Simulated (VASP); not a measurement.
# Si (P6/mmm) in VASP: notebook

Runs on Si. Level: r2SCAN. Tasks: single point.

Program: VASP 6.6.1. These are calculated values, not measurements. Logs are shortened: lines on timing, memory, paths and dates and some standing lists are left out, and cuts for length are marked.

## (1) The cell of the first run

It takes space group P6/mmm (No. 191, hexagonal). Conventional cell: a = 2.766 Å, b = 2.766 Å, c = 2.213 Å, α = 90.00°, β = 90.00°, γ = 120.00°. Within 2.9 Å of Si (site symmetry 6/mmm) lie 8 Si at 2.21 to 2.77 Å.

## (2) Single point, r2SCAN

The input, POSCAR:

```
Si
1.0
    2.7664210749      0.0000000000      0.0000000000
   -1.3832105375      2.3957909284      0.0000000000
    0.0000000000      0.0000000000      2.2131020013
Si
1
Direct
    0.0000000000      0.0000000000      0.0000000000
```

The input, INCAR.step1:

```
SYSTEM = Si
  PREC = Accurate
  ENCUT = 520
  ISMEAR = 0
  SIGMA = 0.15
  LREAL = .False.
  LASPH = .True.
  NELM = 60
  NBANDS = 8
  GGA = PE
  ALGO = Normal
  EDIFF = 1E-4
  LWAVE = .True.
  LCHARG = .False.
```

The input, INCAR.step2:

```
SYSTEM = Si
  PREC = Accurate
  ENCUT = 520
  EDIFF = 1E-7
  ISMEAR = 0
  SIGMA = 0.15
  LREAL = .False.
  LASPH = .True.
  NELM = 60
  ALGO = Normal
  ISIF = 2
  LWAVE = .False.
  LCHARG = .False.
  METAGGA = R2SCAN
  LMIXTAU = .True.
  NBANDS = 8
  ISTART = 1
```

The input, KPOINTS:

```
regular mesh
0
Gamma
  24 24 22
  0 0 0
```

Potentials or basis: VASP PAW PBE potentials, release 64 (Si).

The run is started by

```bash
$ cat potpaw_PBE.64/Si/POTCAR > POTCAR
$ cp INCAR.step1 INCAR
$ mpirun -np 1 vasp_std > vasp.out
$ cp INCAR.step2 INCAR
$ mpirun -np 1 vasp_std > vasp.out
```

OUTCAR:

```text
SYSTEM = Si
   PREC = Accurate
   ENCUT = 520
   EDIFF = 1E-7
   ISMEAR = 0
   LREAL = .False.
   LASPH = .True.
   NELM = 60
   ISIF = 2
   METAGGA = R2SCAN
   ISTART = 1

 ion  position               nearest neighbor table
   1  0.000  0.000  0.000-

  LATTYP: Found a hexagonal cell.
 ALAT       =     2.7664210749
 C/A-ratio  =     0.7999873994

  Lattice vectors:

 A1 = (   2.7664210749,   0.0000000000,   0.0000000000)
 A2 = (  -1.3832105375,   2.3957909284,   0.0000000000)
 A3 = (   0.0000000000,   0.0000000000,   2.2131020013)

Analysis of symmetry for initial positions (statically):
=====================================================================
 Subroutine PRICEL returns:
 Original cell was already a primitive cell.

 Routine SETGRP: Setting up the symmetry group for a
 hexagonal supercell.

 Subroutine GETGRP returns: Found 24 space group operations
 (whereof 24 operations were pure point group operations)
 out of a pool of 24 trial point group operations.

The static configuration has the point symmetry D_6h.

Analysis of symmetry for dynamics (positions and initial velocities):
=====================================================================
 Subroutine PRICEL returns:
 Original cell was already a primitive cell.

 Routine SETGRP: Setting up the symmetry group for a
 hexagonal supercell.

 Subroutine GETGRP returns: Found 24 space group operations
 (whereof 24 operations were pure point group operations)
 out of a pool of 24 trial point group operations.

The dynamic configuration has the point symmetry D_6h.

 Subroutine INISYM returns: Found 24 space group operations
 (whereof 24 operations are pure point group operations),
 and found     1 'primitive' translations

----------------------------------------------------------------------------------------

                                     Primitive cell

  volume of cell :      14.6679

  direct lattice vectors                    reciprocal lattice vectors
     2.766421075  0.000000000  0.000000000     0.361477871  0.208699346  0.000000000
    -1.383210537  2.395790928  0.000000000     0.000000000  0.417398692  0.000000000
     0.000000000  0.000000000  2.213102001     0.000000000  0.000000000  0.451854456

  length of vectors
     2.766421075  2.766421075  2.213102001     0.417398692  0.417398692  0.451854456

  position of ions in fractional coordinates (direct lattice)
     0.000000000  0.000000000  0.000000000

  ion indices of the primitive-cell ions
   primitive index   ion index
                 1           1

----------------------------------------------------------------------------------------

 KPOINTS: regular mesh

Automatic generation of k-mesh.
 Grid dimensions read from file:
 generate k-points for:   24   24   22

 Generating k-lattice:

  Cartesian coordinates                     Fractional coordinates (reciprocal lattice)
     0.015061578  0.008695806  0.000000000     0.041666667  0.000000000  0.000000000
     0.000000000  0.017391612  0.000000000     0.000000000  0.041666667  0.000000000
     0.000000000  0.000000000  0.020538839     0.000000000  0.000000000  0.045454545

  Length of vectors
     0.017391612  0.017391612  0.020538839

  Shift w.r.t. Gamma in fractional coordinates (k-lattice)
     0.000000000  0.000000000  0.000000000

 Subroutine IBZKPT returns following result:
 ===========================================

 Found    732 irreducible k-points:

 Following reciprocal coordinates:
            Coordinates               Weight
  0.000000  0.000000  0.000000      1.000000
  0.041667  0.000000  0.000000      6.000000
  0.083333  0.000000  0.000000      6.000000
  0.125000  0.000000  0.000000      6.000000
  0.166667 -0.000000  0.000000      6.000000
  0.208333  0.000000  0.000000      6.000000
[... 16 lines left out ...]
  0.416667  0.041667  0.000000     12.000000
  0.458333  0.041667  0.000000     12.000000
 [... further k-points ...]
   k-points           NKPTS =    732   k-points in BZ     NKDIM =    732   number of bands    NBANDS=      8
   number of dos      NEDOS =    301   number of ions     NIONS =      1
   total plane-waves  NPLWV =   9216
   dimension x,y,z NGX =    24 NGY =   24 NGZ =   16
   dimension x,y,z NGXF=    48 NGYF=   48 NGZF=   32
   ions per type =               1
   NGX,Y,Z   is equivalent  to a cutoff of  14.42, 14.42, 12.02 a.u.
   NGXF,Y,Z  is equivalent  to a cutoff of  28.85, 28.85, 24.04 a.u.
 SYSTEM =  Si
   PREC   = accura    normal or accurate (medium, high low for compatibility)
   ISTART =      1    job   : 0-new  1-cont  2-samecut
   ICHARG =      0    charge: 1-file 2-atom 10-const
   ISPIN  =      1    spin polarized calculation?
   LNONCOLLINEAR =      F non collinear calculations
   LSORBIT =      F    spin-orbit coupling
   LASPH  =      T    aspherical Exc in radial PAW
   ENCUT  =  520.0 eV  38.22 Ry    6.18 a.u.   5.14  5.14  4.11*2*pi/ulx,y,z
   NELM   =     60;   NELMIN=  2; NELMDL=  0     # of ELM steps
   EDIFF  = 0.1E-06   stopping-criterion for ELM
   LREAL  =      F    real-space projection
   EDIFFG = 0.1E-05   stopping-criterion for IOM
   NSW    =      0    number of steps for IOM
   IBRION =     -1    ionic relax: 0-MD 1-quasi-New 2-CG
   NFREE  =      0    steps in history (QN), initial steepest desc. (CG)
   ISIF   =      2    stress and relaxation
   ISYM   =      2    0-nonsym 1-usesym 2-fastsym
   POTIM  = 0.5000    time-step for ionic-motion
   TEBEG  =    0.0;   TEEND  =   0.0 temperature during run
   PSTRESS=    0.0 pullay stress
   NELECT =       4.0000    total number of electrons
   NUPDOWN=      -1.0000    fix difference up-down
   EMIN   =  10.00;   EMAX   =-10.00  energy-range for DOS
   EFERMI =   0.00;   METHOD = LEGACY
   ISMEAR =     0;   SIGMA  =   0.15  broadening in eV -4-tet -1-fermi 0-gaus
   EFERMI_NEDOS =   21; number of points for ismear=-14 and -15
   IALGO  =     38    algorithm
   IMIX   =      4    mixing-type and parameters
     AMIX     =   0.40;   BMIX     =  1.00
     AMIX_MAG =   1.60;   BMIX_MAG =  1.00
  volume/ion in A,a.u.               =      14.67        98.98
  Fermi-wavevector in a.u.,A,eV,Ry     =   1.061627  2.006184 15.334472  1.127052
  Thomas-Fermi vector in A             =   2.197050
   LORBIT       =      0    0 simple, 1 ext, 2 COOP (PROOUT), +10 PAW based schemes
   METAGGA = R2SCAN    functional components
   LHFCALC =     F    Hartree Fock is set to
   AEXX    =    0.0000 exact exchange contribution
   IVDW    =     0    specifies the selected vdW correction
   LEPSILON=     F    determine dielectric tensor
   LRPA    =     F    only Hartree local field effects (RPA)
 non-spin polarized calculation
 Gauss-broadening in eV      SIGMA  =   0.15
  energy-cutoff  :      520.00
  volume of cell :       14.67
 maximum number of plane-waves:       410
 NGX is ok and might be reduce to    24

 number of electron       4.0000000 magnetization

 Free energy of the ion-electron system (eV)
  ---------------------------------------------------
  ext. energy  EPLUGINS =         0.00000000
  ---------------------------------------------------
  free energy    TOTEN  =        -8.09283389 eV

  energy without entropy =       -8.09057415  energy(sigma->0) =       -8.09170402

 E-fermi :   9.6557     XC(G=0): -11.6652

 val. band max:        9.6515670255   @ k =   0.2083   0.1250   0.2273
 cond. band min:       9.6730756829   @ k =   0.2917   0.2083   0.2727
 fundamental gap:      0.0215086574
 Fermi energy:         9.6556768224

 k-point     1 :       0.0000    0.0000    0.0000
  band No.  band energies     occupation
      1      -5.2688      2.00000
      2      17.5137      0.00000
      3      17.5137      0.00000
      4      18.0667      0.00000
      5      20.8906      0.00000
      6      20.8906      0.00000
      7      24.1801      0.00000
      8      26.4039      0.00000

 k-point     2 :       0.0417    0.0000    0.0000
  band No.  band energies     occupation
      1      -5.2232      2.00000
      2      16.5161      0.00000
      3      17.2805      0.00000
      4      18.7532      0.00000
      5      20.8105      0.00000
      6      21.2057      0.00000
      7      24.2169      0.00000
      8      26.9000      0.00000

 k-point     3 :       0.0833    0.0000    0.0000
  band No.  band energies     occupation
      1      -5.0864      2.00000
      2      15.1357      0.00000
      3      16.7483      0.00000
      4      18.9276      0.00000
      5      21.0684      0.00000
      6      21.9835      0.00000
      7      24.3270      0.00000
      8      28.1576      0.00000

 k-point     4 :       0.1250    0.0000    0.0000
  band No.  band energies     occupation
      1      -4.8587      2.00000
      2      13.6563      0.00000
      3      16.1289      0.00000
      4      18.4535      0.00000
      5      21.8427      0.00000
      6      23.0109      0.00000
      7      24.5101      0.00000
      8      29.8290      0.00000

 k-point     5 :       0.1667   -0.0000    0.0000
  band No.  band energies     occupation
      1      -4.5408      2.00000
      2      12.1372      0.00000
      3      15.5183      0.00000
      4      17.8331      0.00000
      5      22.7544      0.00000
      6      24.1898      0.00000
      7      24.7654      0.00000
      8      31.6479      0.00000
[... 177 lines left out ...]
 k-point    22 :       0.3750    0.0417    0.0000
  band No.  band energies     occupation
      1      -1.2321      2.00000
      2       4.4267      2.00000
      3      12.5434      0.00000
      4      16.2214      0.00000
      5      27.3468      0.00000
      6      27.5035      0.00000
      7      31.8914      0.00000
      8      32.3079      0.00000

 k-point    23 :       0.4167    0.0417    0.0000
  band No.  band energies     occupation
      1      -0.4296      2.00000
      2       3.3008      2.00000
      3      12.3772      0.00000
      4      16.0569      0.00000
      5      27.9096      0.00000
      6      28.1541      0.00000
      7      31.5147      0.00000
      8      33.1370      0.00000

 k-point    24 :       0.4583    0.0417    0.0000
  band No.  band energies     occupation
      1       0.2567      2.00000
      2       2.4523      2.00000
      3      12.2941      0.00000
      4      15.9744      0.00000
      5      28.3201      0.00000
      6      28.5308      0.00000
      7      30.9875      0.00000
      8      33.9334      0.00000

 [... further k-points ...]
[... 5 lines left out ...]
  --------------------------------------------------------------------------------------
  -------------------------------------------------------------------------------------
  Total       -0.7751766     -0.7751766      4.4573956      0.0000000      0.0000000      0.0000000
  in kB      -84.6725442    -84.6725442    486.8813377      0.0000000      0.0000000      0.0000000
  external PRESSURE =     105.8454164 kB  Pullay stress =       0.0000000 kB

 VOLUME and BASIS-vectors are now :
 -----------------------------------------------------------------------------
  energy-cutoff  :      520.00
  volume of cell :       14.67
      direct lattice vectors                 reciprocal lattice vectors
     2.766421075  0.000000000  0.000000000     0.361477871  0.208699346  0.000000000
    -1.383210537  2.395790928  0.000000000     0.000000000  0.417398692  0.000000000
     0.000000000  0.000000000  2.213102001     0.000000000  0.000000000  0.451854456

 POSITION                                       TOTAL-FORCE (eV/Angst)
 -----------------------------------------------------------------------------------
      0.00000      0.00000      0.00000        -0.000000      0.000000      0.000000
 -----------------------------------------------------------------------------------
    total drift:                               -0.000000      0.000000     -0.000000

  FREE ENERGIE OF THE ION-ELECTRON SYSTEM (eV)
  ---------------------------------------------------
  free  energy   TOTEN  =        -8.0928338868 eV

  energy  without entropy=       -8.0905741463  energy(sigma->0) =       -8.09170402
```

Wall time 1.9 min (1 thread of Intel Xeon Platinum 8488C (Sapphire Rapids), shared host); peak memory 0.18 GiB.

Results:

* Free energy: -8.0928 eV
* Pressure: 10.6 GPa
* Band gap on the k mesh: zero (band 2 reaches 17.57 eV, above the bottom of band 3 at 4.40 eV)

Caveat: the PAW data sets were made with another functional, which shifts forces and pressure a little.

## (3) Single point, r2SCAN

This run uses another cell than the first one, of the same volume but with other edges.

The input, POSCAR:

```
Si
1.0
    2.4660252040      0.0000000000      0.0000000000
   -1.2330126020      2.1356404731      0.0000000000
    0.0000000000      0.0000000000      2.7851140092
Si
1
Direct
    0.0000000000      0.0000000000      0.0000000000
```

The input, INCAR.step1:

```
PREC = Accurate
ENCUT = 520
ISMEAR = 0
SIGMA = 0.15
LREAL = F
LASPH = T
NELM = 100
NBANDS = 8
GGA = PE
ALGO = Normal
EDIFF = 1E-4
LWAVE = T
LCHARG = F
```

The input, INCAR.step2:

```
PREC = Accurate
ENCUT = 520
EDIFF = 1E-7
ISMEAR = 0
SIGMA = 0.15
LREAL = F
LASPH = T
NELM = 100
ALGO = Normal
ISIF = 2
LWAVE = F
LCHARG = T
METAGGA = R2SCAN
LMIXTAU = T
LELF = T
LVHAR = T
NBANDS = 8
ISTART = 1
```

The input, KPOINTS:

```
regular mesh
0
Gamma
  24 24 22
```

Potentials or basis: VASP PAW PBE potentials, release 64 (Si).

The run is started by

```bash
$ cat potpaw_PBE.64/Si/POTCAR > POTCAR
$ cp INCAR.step1 INCAR
$ mpirun -np 1 vasp_std > vasp.out
$ cp INCAR.step2 INCAR
$ mpirun -np 1 vasp_std > vasp.out
```

OUTCAR:

```text
PREC = Accurate
   ENCUT = 520
   EDIFF = 1E-7
   ISMEAR = 0
   LREAL = F
   LASPH = T
   NELM = 100
   ISIF = 2
   METAGGA = R2SCAN
   ISTART = 1

 ion  position               nearest neighbor table
   1  0.000  0.000  0.000-

  LATTYP: Found a hexagonal cell.
 ALAT       =     2.4660252040
 C/A-ratio  =     1.1293939757

  Lattice vectors:

 A1 = (   2.4660252040,   0.0000000000,   0.0000000000)
 A2 = (  -1.2330126020,   2.1356404731,   0.0000000000)
 A3 = (   0.0000000000,   0.0000000000,   2.7851140092)

Analysis of symmetry for initial positions (statically):
=====================================================================
 Subroutine PRICEL returns:
 Original cell was already a primitive cell.

 Routine SETGRP: Setting up the symmetry group for a
 hexagonal supercell.

 Subroutine GETGRP returns: Found 24 space group operations
 (whereof 24 operations were pure point group operations)
 out of a pool of 24 trial point group operations.
[... 155 lines left out ...]
  ext. energy  EPLUGINS =         0.00000000
  ---------------------------------------------------
  free energy    TOTEN  =        -8.10440478 eV

  energy without entropy =       -8.09952161  energy(sigma->0) =       -8.10196320

 E-fermi :   9.6845     XC(G=0): -11.6238

 val. band max:        9.6828426594   @ k =   0.3750   0.2083   0.4545
 cond. band min:       9.7012349949   @ k =   0.3333   0.1250   0.5000
 fundamental gap:      0.0183923355
 Fermi energy:         9.6844849912

 k-point     1 :       0.0000    0.0000    0.0000
  band No.  band energies     occupation
      1      -5.4956      2.00000
      2      12.8029      0.00000
      3      15.0724      0.00000
      4      24.6093      0.00000
      5      24.6093      0.00000
      6      24.6263      0.00000
      7      24.6263      0.00000
      8      30.8222      0.00000
[... 243 lines left out ...]
 k-point    24 :       0.4583    0.0417    0.0000
  band No.  band energies     occupation
      1       2.0753      2.00000
      2       3.4964      2.00000
      3      16.0582      0.00000
      4      19.3140      0.00000
      5      19.3212      0.00000
      6      21.4200      0.00000
      7      25.7628      0.00000
      8      27.6880      0.00000

 [... further k-points ...]
[... 5 lines left out ...]
  --------------------------------------------------------------------------------------
  -------------------------------------------------------------------------------------
  Total        1.5828990      1.5828990     -1.4726328      0.0000000      0.0000000      0.0000000
  in kB      172.9000611    172.9000611   -160.8556920      0.0000000      0.0000000      0.0000000
  external PRESSURE =      61.6481434 kB  Pullay stress =       0.0000000 kB

 VOLUME and BASIS-vectors are now :
 -----------------------------------------------------------------------------
  energy-cutoff  :      520.00
  volume of cell :       14.67
      direct lattice vectors                 reciprocal lattice vectors
     2.466025204  0.000000000  0.000000000     0.405510859  0.234121804  0.000000000
    -1.233012602  2.135640473  0.000000000     0.000000000  0.468243608  0.000000000
     0.000000000  0.000000000  2.785114009     0.000000000  0.000000000  0.359051729

 POSITION                                       TOTAL-FORCE (eV/Angst)
 -----------------------------------------------------------------------------------
      0.00000      0.00000      0.00000        -0.000000      0.000000      0.000000
 -----------------------------------------------------------------------------------
    total drift:                               -0.000000      0.000000      0.000000

  FREE ENERGIE OF THE ION-ELECTRON SYSTEM (eV)
  ---------------------------------------------------
  free  energy   TOTEN  =        -8.1044047814 eV

  energy  without entropy=       -8.0995216132  energy(sigma->0) =       -8.10196320
```

Wall time 2.5 min (1 thread of Intel Xeon Platinum 8488C (Sapphire Rapids), shared host); peak memory 0.17 GiB.

Results:

```
Free energy            : -8.1044 eV
Pressure               : 6.2 GPa
Band gap on the k mesh : zero (band 2 reaches 14.20 eV, above the bottom of band 3 at 5.92 eV)
```

Stress tensor (GPa, compression positive):
```
 17.29   0.00   0.00
  0.00  17.29   0.00
  0.00   0.00 -16.09
```

Levels at points of the mesh, in eV from the Fermi level:
```csv
k point,band 1,band 2,band 3,band 4,band 5,band 6,band 7
"(0.00, 0.00, 0.00)",-15.18,3.12,5.39,14.92,14.92,14.94,14.94
"(0.50, 0.00, 0.00)",-7.19,-6.71,7.94,8.09,9.79,11.48,16.19
"(0.00, 0.00, 0.50)",-12.15,-7.78,16.30,16.30,17.12,17.12,20.60
"(0.50, 0.00, 0.50)",-4.97,-3.02,-0.95,1.88,10.11,13.15,15.69
```

Caveat: the PAW data sets were made with another functional, which shifts forces and pressure a little.

(Continued in part 2 of 2.)
